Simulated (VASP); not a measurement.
# Te2As (P4mm) in VASP: single point with PBE

Aim: the single point of Te2As with PBE.

Program: VASP 6.6.1. These are calculated values, not measurements. Logs are shortened: lines on timing, memory, paths and dates and some standing lists are left out, and cuts for length are marked.

## 1. The cell of the first run

It takes space group P4mm (No. 99, tetragonal). Conventional cell: a = 3.800 Å, b = 3.800 Å, c = 6.776 Å, α = 90.00°, β = 90.00°, γ = 90.00°. Te (site symmetry 4mm) has 4 As at 2.86 Å and 4 Te at 3.80 Å within 3.9 Å. Te (site symmetry 4mm) has 1 As at 2.58 Å within 3.4 Å. Within 3.4 Å of As (site symmetry 4mm) lie 5 Te at 2.58 to 2.86 Å.

The cell was generated, and may not be a known phase.

## 2. Single point, PBE

Input file INCAR:

```
PREC = Accurate ; ENCUT = 500
EDIFF = 1E-6 ; ISMEAR = 0
SIGMA = 0.2 ; LREAL = False
LASPH = True ; NELM = 120
ALGO = Normal ; ISIF = 2
LWAVE = False ; LCHARG = False
GGA = PE ; NBANDS = 16
GGA_COMPAT = False
```

Input file KPOINTS:

```
regular mesh
0
Gamma
  6 6 3
```

Input file POSCAR:

```
Te2As
1.0
    3.8002723232      0.0000000000      0.0000000000
    0.0000000000      3.8002723232      0.0000000000
    0.0000000000      0.0000000000      6.7760926589
Te As
2 1
Direct
    0.5000000000      0.5000000000      0.6105938958
    0.0000000000      0.0000000000      0.1377345702
    0.0000000000      0.0000000000      0.7568071640
```

Potentials or basis: VASP PAW PBE potentials, release 64 (Te, As).

Launch:

```console
$ cat potpaw_PBE.64/Te/POTCAR potpaw_PBE.64/As/POTCAR > POTCAR
$ mpirun -np 1 vasp_std > vasp.out
```

OUTCAR:

```text
PREC = Accurate
   ENCUT = 500
   EDIFF = 1E-6
   ISMEAR = 0
   LREAL = False
   LASPH = True
   NELM = 120
   ISIF = 2
   GGA = PE

 ion  position               nearest neighbor table
   1  0.500  0.500  0.611-   3 2.86   3 2.86   3 2.86   3 2.86
   2  0.000  0.000  0.138-   3 2.58
   3  0.000  0.000  0.757-   2 2.58   1 2.86   1 2.86   1 2.86   1 2.86

  LATTYP: Found a simple tetragonal cell.
 ALAT       =     3.8002723232
 C/A-ratio  =     1.7830544978

  Lattice vectors:

 A1 = (   3.8002723232,   0.0000000000,   0.0000000000)
 A2 = (   0.0000000000,   3.8002723232,   0.0000000000)
 A3 = (   0.0000000000,   0.0000000000,   6.7760926589)

Analysis of symmetry for initial positions (statically):
=====================================================================
 Subroutine PRICEL returns:
 Original cell was already a primitive cell.

 Routine SETGRP: Setting up the symmetry group for a
 simple tetragonal supercell.

 Subroutine GETGRP returns: Found  8 space group operations
 (whereof  8 operations were pure point group operations)
 out of a pool of 16 trial point group operations.

The static configuration has the point symmetry C_4v.

Analysis of symmetry for dynamics (positions and initial velocities):
=====================================================================
 Subroutine PRICEL returns:
 Original cell was already a primitive cell.

 Routine SETGRP: Setting up the symmetry group for a
 simple tetragonal supercell.

 Subroutine GETGRP returns: Found  8 space group operations
 (whereof  8 operations were pure point group operations)
 out of a pool of 16 trial point group operations.

The dynamic configuration has the point symmetry C_4v.

 Subroutine INISYM returns: Found  8 space group operations
 (whereof  8 operations are pure point group operations),
 and found     1 'primitive' translations

----------------------------------------------------------------------------------------

                                     Primitive cell

  volume of cell :      97.8608

  direct lattice vectors                    reciprocal lattice vectors
     3.800272323  0.000000000  0.000000000     0.263139037  0.000000000  0.000000000
     0.000000000  3.800272323  0.000000000     0.000000000  0.263139037  0.000000000
     0.000000000  0.000000000  6.776092659     0.000000000  0.000000000  0.147577675

  length of vectors
     3.800272323  3.800272323  6.776092659     0.263139037  0.263139037  0.147577675

  position of ions in fractional coordinates (direct lattice)
     0.500000000  0.500000000  0.610593896
     0.000000000  0.000000000  0.137734570
     0.000000000  0.000000000  0.756807164

  ion indices of the primitive-cell ions
   primitive index   ion index
                 1           1
                 2           2
                 3           3

----------------------------------------------------------------------------------------

 KPOINTS: regular mesh

Automatic generation of k-mesh.
 Grid dimensions read from file:
 generate k-points for:    6    6    3

 Generating k-lattice:

  Cartesian coordinates                     Fractional coordinates (reciprocal lattice)
     0.043856506  0.000000000  0.000000000     0.166666667  0.000000000  0.000000000
     0.000000000  0.043856506  0.000000000     0.000000000  0.166666667  0.000000000
     0.000000000  0.000000000  0.049192558     0.000000000  0.000000000  0.333333333

  Length of vectors
     0.043856506  0.043856506  0.049192558

  Shift w.r.t. Gamma in fractional coordinates (k-lattice)
     0.000000000  0.000000000  0.000000000

 Subroutine IBZKPT returns following result:
 ===========================================

 Found     20 irreducible k-points:

 Following reciprocal coordinates:
            Coordinates               Weight
  0.000000  0.000000  0.000000      1.000000
  0.166667  0.000000  0.000000      4.000000
  0.333333  0.000000  0.000000      4.000000
  0.500000  0.000000  0.000000      2.000000
  0.166667  0.166667  0.000000      4.000000
  0.333333  0.166667  0.000000      8.000000
[... 12 lines left out ...]
  0.500000  0.333333  0.333333      8.000000
  0.500000  0.500000  0.333333      2.000000
   k-points           NKPTS =     20   k-points in BZ     NKDIM =     20   number of bands    NBANDS=     16
   number of dos      NEDOS =    301   number of ions     NIONS =      3
   total plane-waves  NPLWV =  39200
   dimension x,y,z NGX =    28 NGY =   28 NGZ =   50
   dimension x,y,z NGXF=    56 NGYF=   56 NGZF=  100
   ions per type =               2   1
   NGX,Y,Z   is equivalent  to a cutoff of  12.25, 12.25, 12.27 a.u.
   NGXF,Y,Z  is equivalent  to a cutoff of  24.50, 24.50, 24.53 a.u.
 SYSTEM =  unknown system
   PREC   = accura    normal or accurate (medium, high low for compatibility)
   ISTART =      0    job   : 0-new  1-cont  2-samecut
   ICHARG =      2    charge: 1-file 2-atom 10-const
   ISPIN  =      1    spin polarized calculation?
   LNONCOLLINEAR =      F non collinear calculations
   LSORBIT =      F    spin-orbit coupling
   LASPH  =      T    aspherical Exc in radial PAW
   ENCUT  =  500.0 eV  36.75 Ry    6.06 a.u.   6.93  6.93 12.35*2*pi/ulx,y,z
   NELM   =    120;   NELMIN=  2; NELMDL= -5     # of ELM steps
   EDIFF  = 0.1E-05   stopping-criterion for ELM
   LREAL  =      F    real-space projection
[... 7 lines left out ...]
   TEBEG  =    0.0;   TEEND  =   0.0 temperature during run
   PSTRESS=    0.0 pullay stress
   NELECT =      17.0000    total number of electrons
   NUPDOWN=      -1.0000    fix difference up-down
   EMIN   =  10.00;   EMAX   =-10.00  energy-range for DOS
   EFERMI =   0.00;   METHOD = LEGACY
   ISMEAR =     0;   SIGMA  =   0.20  broadening in eV -4-tet -1-fermi 0-gaus
   EFERMI_NEDOS =   21; number of points for ismear=-14 and -15
   IALGO  =     38    algorithm
   IMIX   =      4    mixing-type and parameters
     AMIX     =   0.40;   BMIX     =  1.00
     AMIX_MAG =   1.60;   BMIX_MAG =  1.00
  volume/ion in A,a.u.               =      32.62       220.13
  Fermi-wavevector in a.u.,A,eV,Ry     =   0.913457  1.726184 11.352757  0.834404
  Thomas-Fermi vector in A             =   2.037971
   LORBIT       =      0    0 simple, 1 ext, 2 COOP (PROOUT), +10 PAW based schemes
   GGA     = PE    functional components
   LHFCALC =     F    Hartree Fock is set to
   AEXX    =    0.0000 exact exchange contribution
   IVDW    =     0    specifies the selected vdW correction
   LEPSILON=     F    determine dielectric tensor
   LRPA    =     F    only Hartree local field effects (RPA)
 non-spin polarized calculation
 Gauss-broadening in eV      SIGMA  =   0.20
  energy-cutoff  :      500.00
  volume of cell :       97.86
 maximum number of plane-waves:      2540
 NGX is ok and might be reduce to    28
   NGX = 13   NGY = 13   NGZ = 25

 number of electron      17.0000002 magnetization

 Free energy of the ion-electron system (eV)
  ---------------------------------------------------
  ext. energy  EPLUGINS =         0.00000000
  ---------------------------------------------------
  free energy    TOTEN  =       -10.39511697 eV

  energy without entropy =      -10.37122687  energy(sigma->0) =      -10.38317192

 E-fermi :   4.5502     XC(G=0):  -8.8711

 val. band max:        4.3929486050   @ k =   0.3333   0.0000   0.0000
 cond. band min:       4.5927955300   @ k =   0.3333   0.1667   0.0000
 fundamental gap:      0.1998469250
 Fermi energy:         4.5501688533

 k-point     1 :       0.0000    0.0000    0.0000
  band No.  band energies     occupation
      1      -9.2881      2.00000
      2      -6.4815      2.00000
      3      -3.8213      2.00000
      4       1.2583      2.00000
      5       1.6189      2.00000
      6       1.6189      2.00000
[... 8 lines left out ...]
     15      11.6105      0.00000
     16      12.1219      0.00000

 k-point     2 :       0.1667    0.0000    0.0000
  band No.  band energies     occupation
      1      -9.0425      2.00000
      2      -6.3980      2.00000
      3      -4.0635      2.00000
      4       0.0081      2.00000
      5       1.8983      2.00000
      6       2.5384      2.00000
[... 8 lines left out ...]
     15      11.7143      0.00000
     16      12.5579      0.00000

 k-point     3 :       0.3333    0.0000    0.0000
  band No.  band energies     occupation
      1      -8.3436      2.00000
      2      -6.3868      2.00000
      3      -4.7947      2.00000
      4      -0.3738      2.00000
      5       1.8810      2.00000
      6       2.4266      2.00000
[... 8 lines left out ...]
     15      11.8670      0.00000
     16      12.5131      0.00000

 k-point     4 :       0.5000    0.0000    0.0000
  band No.  band energies     occupation
      1      -7.5832      2.00000
      2      -6.8829      2.00000
      3      -5.1169      2.00000
      4      -0.0962      2.00000
      5       1.1959      2.00000
      6       1.7759      2.00000
[... 8 lines left out ...]
     15      12.0061      0.00000
     16      12.5102      0.00000

 k-point     5 :       0.1667    0.1667    0.0000
  band No.  band energies     occupation
      1      -8.8030      2.00000
      2      -6.3158      2.00000
      3      -4.1986      2.00000
      4       0.1446      2.00000
      5       0.6087      2.00000
      6       2.7222      2.00000
[... 8 lines left out ...]
     15      11.4330      0.00000
     16      12.7013      0.00000

 k-point     6 :       0.3333    0.1667    0.0000
  band No.  band energies     occupation
      1      -8.1298      2.00000
      2      -6.2890      2.00000
      3      -4.6971      2.00000
      4      -0.2804      2.00000
      5       0.9844      2.00000
      6       1.9557      2.00000
[... 8 lines left out ...]
     15      11.6737      0.00000
     16      12.2228      0.00000

 k-point     7 :       0.5000    0.1667    0.0000
  band No.  band energies     occupation
      1      -7.4384      2.00000
      2      -6.6852      2.00000
      3      -4.9639      2.00000
      4      -0.0954      2.00000
      5       0.8930      2.00000
      6       1.9542      2.00000
[... 8 lines left out ...]
     15      11.2356      0.00000
     16      12.1400      0.00000

 k-point     8 :       0.3333    0.3333    0.0000
  band No.  band energies     occupation
      1      -7.5647      2.00000
      2      -6.1430      2.00000
      3      -4.5757      2.00000
      4      -0.7155      2.00000
      5       0.3287      2.00000
      6       1.1977      2.00000
[... 8 lines left out ...]
     15      11.6736      0.00000
     16      13.0559      0.00000

 k-point     9 :       0.5000    0.3333    0.0000
  band No.  band energies     occupation
      1      -7.1083      2.00000
      2      -6.1993      2.00000
      3      -4.5968      2.00000
      4      -0.6501      2.00000
      5      -0.4499      2.00000
      6       1.2802      2.00000
[... 8 lines left out ...]
     15      12.4535      0.00000
     16      12.6018      0.00000
[... 96 lines left out ...]
 k-point    15 :       0.1667    0.1667    0.3333
  band No.  band energies     occupation
      1      -8.7454      2.00000
      2      -6.5502      2.00000
      3      -3.9917      2.00000
      4       0.6502      2.00000
      5       0.6938      2.00000
      6       1.9464      2.00000
[... 8 lines left out ...]
     15      12.4365      0.00000
     16      12.4595      0.00000

 k-point    16 :       0.3333    0.1667    0.3333
  band No.  band energies     occupation
      1      -8.0698      2.00000
      2      -6.4210      2.00000
      3      -4.7154      2.00000
      4       0.1183      2.00000
      5       1.1444      2.00000
      6       1.5765      2.00000
[... 8 lines left out ...]
     15      12.1971      0.00000
     16      12.4365      0.00000

 k-point    17 :       0.5000    0.1667    0.3333
  band No.  band energies     occupation
      1      -7.3816      2.00000
      2      -6.6801      2.00000
      3      -5.1597      2.00000
      4       0.4793      2.00000
      5       0.5766      2.00000
      6       2.1300      2.00000
[... 8 lines left out ...]
     15      11.5751      0.00000
     16      12.6034      0.00000

 k-point    18 :       0.3333    0.3333    0.3333
  band No.  band energies     occupation
      1      -7.5062      2.00000
      2      -6.2177      2.00000
      3      -4.6603      2.00000
      4      -0.6712      2.00000
      5       0.6343      2.00000
      6       1.4503      2.00000
[... 8 lines left out ...]
     15      11.7833      0.00000
     16      12.5215      0.00000

 k-point    19 :       0.5000    0.3333    0.3333
  band No.  band energies     occupation
      1      -7.0599      2.00000
      2      -6.1961      2.00000
      3      -4.7663      2.00000
      4      -0.5057      2.00000
      5      -0.4162      2.00000
      6       1.7940      2.00000
[... 8 lines left out ...]
     15      11.8627      0.00000
     16      13.4503      0.00000

 k-point    20 :       0.5000    0.5000    0.3333
  band No.  band energies     occupation
      1      -6.8739      2.00000
      2      -5.8789      2.00000
      3      -4.5068      2.00000
      4      -1.1744      2.00000
      5      -1.1744      2.00000
      6       1.8942      2.00000
[... 8 lines left out ...]
     15      11.3718      0.00000
     16      12.8003      0.00000

------------------------ aborting loop because EDIFF is reached ----------------------------------------

  FORCE on cell =-STRESS in cart. coord.  units (eV):
  Direction    XX          YY          ZZ          XY          YZ          ZX
  --------------------------------------------------------------------------------------
  -------------------------------------------------------------------------------------
  Total        0.0240141      0.0240141      0.0690471      0.0000000      0.0000000      0.0000000
  in kB        0.3931584      0.3931584      1.1304395      0.0000000      0.0000000      0.0000000
  external PRESSURE =       0.6389187 kB  Pullay stress =       0.0000000 kB

 VOLUME and BASIS-vectors are now :
 -----------------------------------------------------------------------------
  energy-cutoff  :      500.00
  volume of cell :       97.86
      direct lattice vectors                 reciprocal lattice vectors
     3.800272323  0.000000000  0.000000000     0.263139037  0.000000000  0.000000000
     0.000000000  3.800272323  0.000000000     0.000000000  0.263139037  0.000000000
     0.000000000  0.000000000  6.776092659     0.000000000  0.000000000  0.147577675

 POSITION                                       TOTAL-FORCE (eV/Angst)
 -----------------------------------------------------------------------------------
      1.90014      1.90014      4.13744         0.000000     -0.000000     -0.008368
      0.00000      0.00000      0.93330        -0.000000      0.000000      0.033343
      0.00000      0.00000      5.12820         0.000000      0.000000     -0.024975
 -----------------------------------------------------------------------------------
    total drift:                               -0.000000     -0.000000      0.000118

  FREE ENERGIE OF THE ION-ELECTRON SYSTEM (eV)
  ---------------------------------------------------
  free  energy   TOTEN  =       -10.3951169715 eV

  energy  without entropy=      -10.3712268671  energy(sigma->0) =      -10.38317192
```

Run time: 28 s. Hardware: 1 thread of Intel Xeon 8259CL, shared host; peak memory 0.2 GiB.

Results:

```yaml
Free_energy: -10.3951 eV
Pressure: 0.1 GPa
Largest_force: 0.033 eV/Å
Band_gap_on_the_k_mesh: zero (an odd number of electrons rules out a gap without spin polarisation)
```

Forces in eV/Å, atoms in the order of the input:
```
Te   0.000  0.000 -0.008
Te   0.000  0.000  0.033
As   0.000  0.000 -0.025
```

Caveat: spin-orbit coupling is left out, which moves the levels of the heavy elements; this functional lacks dispersion, which binds layers or chains, so the pressure and a relaxed spacing across them are unreliable; an odd number of electrons without spin polarisation forces a metal; a magnetic or distorted state may lie lower.

The gap in the log of VASP goes by the Fermi energy; the results here count the filled bands.